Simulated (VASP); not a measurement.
# BeTe (I-4m2) in VASP: notebook

Runs on BeTe. Level: r2SCAN. Tasks: single point.

Everything below comes from runs of VASP 6.6.1. Logs are shortened: lines on timing, memory, paths and dates and some standing lists are left out, and cuts for length are marked.

## 1. The cell of the first run

Symmetry: I-4m2, No. 119, tetragonal system. The conventional cell has a = 4.080 Å, b = 4.080 Å, c = 5.570 Å, α = 90.00°, β = 90.00°, γ = 90.00°. Within 3.3 Å of Be (site symmetry -4m2) lie 4 Te at 2.47 Å. Within 3.3 Å of Te (site symmetry -4m2) lie 4 Be at 2.47 Å.

## 2. Single point, r2SCAN (in-plane strain +0.02, then relaxed in part)

Input file POSCAR:

```
BeTe
1.0
    2.8849744246      2.8849744246      0.0000000000
   -2.8849744246      2.8849744246      0.0000000000
    0.0000000000      2.8849744246      2.7851960245
Be Te
1 1
Direct
    0.0000000000      0.0000000000      0.0000000000
    0.7500000000      0.2500000000      0.5000000000
```

Input file INCAR.step1:

```
SYSTEM = BeTe
PREC     = Accurate       ! precision mode
ENCUT    = 520            ! plane-wave cutoff, eV
ISMEAR   = 0              ! smearing method
SIGMA    = 0.01           ! smearing width, eV
LREAL    = .False.        ! projectors in reciprocal space
LASPH    = .True.         ! aspherical terms in the spheres
NELM     = 60             ! most SCF steps
NBANDS   = 11             ! bands
GGA      = PE             ! functional
ALGO     = Normal         ! electronic algorithm
EDIFF    = 1E-4           ! SCF threshold, eV
LWAVE    = .True.         ! write WAVECAR
LCHARG   = .False.        ! write CHGCAR
```

Input file INCAR.step2:

```
SYSTEM = BeTe
PREC     = Accurate       ! precision mode
ENCUT    = 520            ! plane-wave cutoff, eV
EDIFF    = 1E-6           ! SCF threshold, eV
ISMEAR   = 0              ! smearing method
SIGMA    = 0.01           ! smearing width, eV
LREAL    = .False.        ! projectors in reciprocal space
LASPH    = .True.         ! aspherical terms in the spheres
NELM     = 60             ! most SCF steps
ALGO     = Normal         ! electronic algorithm
ISIF     = 2              ! what is computed and relaxed
LWAVE    = .False.        ! write WAVECAR
LCHARG   = .False.        ! write CHGCAR
METAGGA  = R2SCAN         ! meta-GGA
LMIXTAU  = .True.       
NBANDS   = 11             ! bands
ISTART   = 1
```

Input file KPOINTS:

```
regular mesh
0
Gamma
  8 8 8
  0 0 0
```

Potentials or basis: VASP PAW PBE potentials, release 64 (Be, Te).

The run is started by

```console
$ cat potpaw_PBE.64/Be/POTCAR potpaw_PBE.64/Te/POTCAR > POTCAR
$ cp INCAR.step1 INCAR
$ mpirun -np 1 vasp_std > vasp.out
$ cp INCAR.step2 INCAR
$ mpirun -np 1 vasp_std > vasp.out
```

OUTCAR:

```text
SYSTEM = BeTe
   PREC = Accurate
   ENCUT = 520
   EDIFF = 1E-6
   ISMEAR = 0
   LREAL = .False.
   LASPH = .True.
   NELM = 60
   ISIF = 2
   METAGGA = R2SCAN
   ISTART = 1

 ion  position               nearest neighbor table
   1  0.000  0.000  0.000-   2 2.47   2 2.47   2 2.47   2 2.47
   2  0.750  0.250  0.500-   1 2.47   1 2.47   1 2.47   1 2.47

  LATTYP: Found a body centered tetragonal cell.
 ALAT       =     4.0799699584
 C/A-ratio  =     1.3653022218

  Lattice vectors:

 A1 = (   2.8849744246,   0.0000000000,  -2.7851960245)
 A2 = (  -2.8849744246,   0.0000000000,  -2.7851960245)
 A3 = (   0.0000000000,   2.8849744246,   2.7851960245)

Analysis of symmetry for initial positions (statically):
=====================================================================
 Subroutine PRICEL returns:
 Original cell was already a primitive cell.

 Routine SETGRP: Setting up the symmetry group for a
 body centered tetragonal supercell.

 Subroutine GETGRP returns: Found  8 space group operations
 (whereof  8 operations were pure point group operations)
 out of a pool of 16 trial point group operations.

The static configuration has the point symmetry D_2d.

Analysis of symmetry for dynamics (positions and initial velocities):
=====================================================================
 Subroutine PRICEL returns:
 Original cell was already a primitive cell.

 Routine SETGRP: Setting up the symmetry group for a
 body centered tetragonal supercell.

 Subroutine GETGRP returns: Found  8 space group operations
 (whereof  8 operations were pure point group operations)
 out of a pool of 16 trial point group operations.

The dynamic configuration has the point symmetry D_2d.

 Subroutine INISYM returns: Found  8 space group operations
 (whereof  8 operations are pure point group operations),
 and found     1 'primitive' translations

----------------------------------------------------------------------------------------

                                     Primitive cell

  volume of cell :      46.3628

  direct lattice vectors                    reciprocal lattice vectors
     2.884974425  2.884974425  0.000000000     0.173311762  0.173311762 -0.179520578
    -2.884974425  2.884974425  0.000000000    -0.173311762  0.173311762 -0.179520578
     0.000000000  2.884974425  2.785196024     0.000000000  0.000000000  0.359041156

  length of vectors
     4.079969958  4.079969958  4.010036699     0.303811737  0.303811737  0.359041156

  position of ions in fractional coordinates (direct lattice)
     0.000000000  0.000000000  0.000000000
     0.750000000  0.250000000  0.500000000

  ion indices of the primitive-cell ions
   primitive index   ion index
                 1           1
[... 85 lines left out ...]
   NUPDOWN=      -1.0000    fix difference up-down
   EMIN   =  10.00;   EMAX   =-10.00  energy-range for DOS
   EFERMI =   0.00;   METHOD = LEGACY
   ISMEAR =     0;   SIGMA  =   0.01  broadening in eV -4-tet -1-fermi 0-gaus
   EFERMI_NEDOS =   21; number of points for ismear=-14 and -15
   IALGO  =     38    algorithm
   IMIX   =      4    mixing-type and parameters
     AMIX     =   0.40;   BMIX     =  1.00
     AMIX_MAG =   1.60;   BMIX_MAG =  1.00
  volume/ion in A,a.u.               =      23.18       156.44
  Fermi-wavevector in a.u.,A,eV,Ry     =   0.911412  1.722320 11.301986  0.830673
  Thomas-Fermi vector in A             =   2.035689
   LORBIT       =      0    0 simple, 1 ext, 2 COOP (PROOUT), +10 PAW based schemes
   METAGGA = R2SCAN    functional components
   LHFCALC =     F    Hartree Fock is set to
   AEXX    =    0.0000 exact exchange contribution
   IVDW    =     0    specifies the selected vdW correction
   LEPSILON=     F    determine dielectric tensor
   LRPA    =     F    only Hartree local field effects (RPA)
 non-spin polarized calculation
 Gauss-broadening in eV      SIGMA  =   0.01
  energy-cutoff  :      520.00
  volume of cell :       46.36
 maximum number of plane-waves:      1269
   NGX = 15   NGY = 15   NGZ = 15

 number of electron       8.0000001 magnetization

 Free energy of the ion-electron system (eV)
  ---------------------------------------------------
  ext. energy  EPLUGINS =         0.00000000
  ---------------------------------------------------
  free energy    TOTEN  =       -30.67430048 eV

  energy without entropy =      -30.67430048  energy(sigma->0) =      -30.67430048

 E-fermi :   4.7396     XC(G=0):  -9.3239

 val. band max:        4.6405501112   @ k =   0.0000   0.0000   0.0000
 cond. band min:       6.7944730516   @ k =   0.0000   0.0000   0.5000
 fundamental gap:      2.1539229404
 Fermi energy:         4.7396017900

 k-point     1 :       0.0000    0.0000    0.0000
  band No.  band energies     occupation
      1      -8.0113      2.00000
      2       4.4615      2.00000
      3       4.4615      2.00000
      4       4.6406      2.00000
      5       8.5395      0.00000
      6       8.6046      0.00000
      7       8.6046      0.00000
      8       8.7349      0.00000
      9      13.4944      0.00000
     10      14.8552      0.00000
     11      15.4931      0.00000
[... 309 lines left out ...]
 k-point    24 :       0.3750    0.0000    0.1250
  band No.  band energies     occupation
      1      -7.1787      2.00000
      2       0.7158      2.00000
      3       2.7841      2.00000
      4       3.6937      2.00000
      5       8.6895      0.00000
      6       9.5866      0.00000
      7      10.0047      0.00000
      8      11.8878      0.00000
      9      13.2943      0.00000
     10      14.9970      0.00000
     11      15.9572      0.00000

 [... further k-points ...]

------------------------ aborting loop because EDIFF is reached ----------------------------------------

  FORCE on cell =-STRESS in cart. coord.  units (eV):
  Direction    XX          YY          ZZ          XY          YZ          ZX
  --------------------------------------------------------------------------------------
  -------------------------------------------------------------------------------------
  Total       -0.5495794     -0.5495794      0.0375028      0.0000000     -0.0000000      0.0000000
  in kB      -18.9920279    -18.9920279      1.2959982      0.0000000     -0.0000000      0.0000000
  external PRESSURE =     -12.2293525 kB  Pullay stress =       0.0000000 kB

 VOLUME and BASIS-vectors are now :
 -----------------------------------------------------------------------------
  energy-cutoff  :      520.00
  volume of cell :       46.36
      direct lattice vectors                 reciprocal lattice vectors
     2.884974425  2.884974425  0.000000000     0.173311762  0.173311762 -0.179520578
    -2.884974425  2.884974425  0.000000000    -0.173311762  0.173311762 -0.179520578
     0.000000000  2.884974425  2.785196024     0.000000000  0.000000000  0.359041156

 POSITION                                       TOTAL-FORCE (eV/Angst)
 -----------------------------------------------------------------------------------
      0.00000      0.00000      0.00000         0.000000     -0.000000      0.000000
      1.44249      4.32746      1.39260        -0.000000      0.000000      0.000000
 -----------------------------------------------------------------------------------
    total drift:                               -0.000000      0.000000      0.000000

  FREE ENERGIE OF THE ION-ELECTRON SYSTEM (eV)
  ---------------------------------------------------
  free  energy   TOTEN  =       -30.6743004777 eV

  energy  without entropy=      -30.6743004777  energy(sigma->0) =      -30.67430048
```

OUTCAR.step1:

```text
SYSTEM = BeTe
   PREC = Accurate
   ENCUT = 520
   ISMEAR = 0
   LREAL = .False.
   LASPH = .True.
[... 558 lines left out ...]
      0.00000      0.00000      0.00000         0.000000      0.000000      0.000000
      1.44249      4.32746      1.39260        -0.000000     -0.000000      0.000000
 -----------------------------------------------------------------------------------
    total drift:                               -0.000000      0.000000      0.000000

  FREE ENERGIE OF THE ION-ELECTRON SYSTEM (eV)
  ---------------------------------------------------
  free  energy   TOTEN  =        -7.6151514091 eV

  energy  without entropy=       -7.6151514091  energy(sigma->0) =       -7.61515141
```

OSZICAR.step1:

```text
N       E                     dE             d eps       ncg     rms          rms(c)
DAV:   1     0.202674532816E+02    0.20267E+02   -0.32820E+03  1298   0.583E+02
DAV:   2    -0.648583874991E+01   -0.26753E+02   -0.25886E+02  1674   0.903E+01
DAV:   3    -0.770663950658E+01   -0.12208E+01   -0.12185E+01  1713   0.210E+01
DAV:   4    -0.772012748917E+01   -0.13488E-01   -0.13486E-01  1594   0.247E+00
DAV:   5    -0.772039188958E+01   -0.26440E-03   -0.26440E-03  1601   0.336E-01    0.390E+00
DAV:   6    -0.763926379416E+01    0.81128E-01   -0.91678E-02  1505   0.121E+00    0.235E+00
DAV:   7    -0.761410337420E+01    0.25160E-01   -0.86394E-02  1505   0.129E+00    0.412E-01
DAV:   8    -0.761484891682E+01   -0.74554E-03   -0.54107E-03  1475   0.417E-01    0.699E-02
DAV:   9    -0.761508962842E+01   -0.24071E-03   -0.29620E-04  1576   0.101E-01    0.272E-02
DAV:  10    -0.761515140910E+01   -0.61781E-04   -0.75515E-05  1444   0.447E-02
   1 F= -.76151514E+01 E0= -.76151514E+01  d E =-.275881E-67
```

Wall time 51 s (1 thread of AMD EPYC 9R45 (Zen 5), shared host); peak memory 0.16 GiB.

What came out:

```
Free energy            : -30.6743 eV
Pressure               : -1.2 GPa
Band gap on the k mesh : 2.15 eV (least direct gap 3.90 eV)
```

Caveat: the cell differs from its parent crystal (in-plane strain +0.02, then relaxed in part); the PAW data sets were made with another functional, which shifts forces and pressure a little; spin-orbit coupling is left out, which moves the levels of the heavy elements. A k mesh can miss the band edges.

## 3. Single point, r2SCAN (in-plane strain +0.02)

Changes to POSCAR since step 2:

```diff
@@ -4,3 +4,3 @@
    -2.8849744246      2.8849744246      0.0000000000
-    0.0000000000      2.8849744246      2.7851960245
+    0.0000000000      2.8849744246      2.7944654231
 Be Te
```

Input file INCAR.step1:

```
SYSTEM = BeTe
PREC = Accurate ; ENCUT = 520
ISMEAR = 0 ; SIGMA = 0.01
LREAL = .False. ; LASPH = .True.
NELM = 80 ; NBANDS = 11
GGA = PE ; ALGO = Normal
EDIFF = 1E-4 ; LWAVE = .True.
LCHARG = .False.
```

Input file INCAR.step2:

```
SYSTEM = BeTe
PREC = Accurate ; ENCUT = 520
EDIFF = 1E-6 ; ISMEAR = 0
SIGMA = 0.01 ; LREAL = .False.
LASPH = .True. ; NELM = 80
ALGO = Normal ; ISIF = 2
LWAVE = .False. ; LCHARG = .False.
METAGGA = R2SCAN ; LMIXTAU = .True.
NBANDS = 11 ; ISTART = 1
```

KPOINTS is that of step 2.

Potentials or basis: VASP PAW PBE potentials, release 64 (Be, Te).

The run is started by

```console
$ cat potpaw_PBE.64/Be/POTCAR potpaw_PBE.64/Te/POTCAR > POTCAR
$ cp INCAR.step1 INCAR
$ mpirun -np 1 vasp_std > vasp.out
$ cp INCAR.step2 INCAR
$ mpirun -np 1 vasp_std > vasp.out
```

It took 54 s on 1 thread of AMD EPYC 9R45 (Zen 5), shared host; peak memory 0.16 GiB.

The run converged. Its results:

- Free energy: -30.6743 eV
- Pressure: -1.4 GPa
- Band gap on the k mesh: 2.19 eV (least direct gap 3.92 eV)

Stress tensor (GPa, compression positive):
```
-2.02  0.00  0.00
 0.00 -2.02  0.00
 0.00  0.00 -0.17
```

Levels at points of the mesh, in eV from the valence-band top:
```
           k point  band 1  band 2  band 3  band 4  band 5  band 6  band 7  band 8  band 9
(0.00, 0.00, 0.00)  -12.62   -0.16   -0.16    0.00    3.92    3.97    3.97    4.08    8.86
(0.50, 0.00, 0.00)  -11.28   -5.61   -1.34   -1.08    3.30    4.83    5.07    8.38   11.37
(0.50, 0.50, 0.00)  -10.83   -5.28   -2.65   -2.59    2.40    3.03   10.06   10.22   12.03
(0.00, 0.00, 0.50)  -10.71   -5.11   -2.84   -2.84    2.19    2.76   10.22   10.22   12.29
```

Caveat: the cell differs from its parent crystal (in-plane strain +0.02); the PAW data sets were made with another functional, which shifts forces and pressure a little; spin-orbit coupling is left out, which moves the levels of the heavy elements.
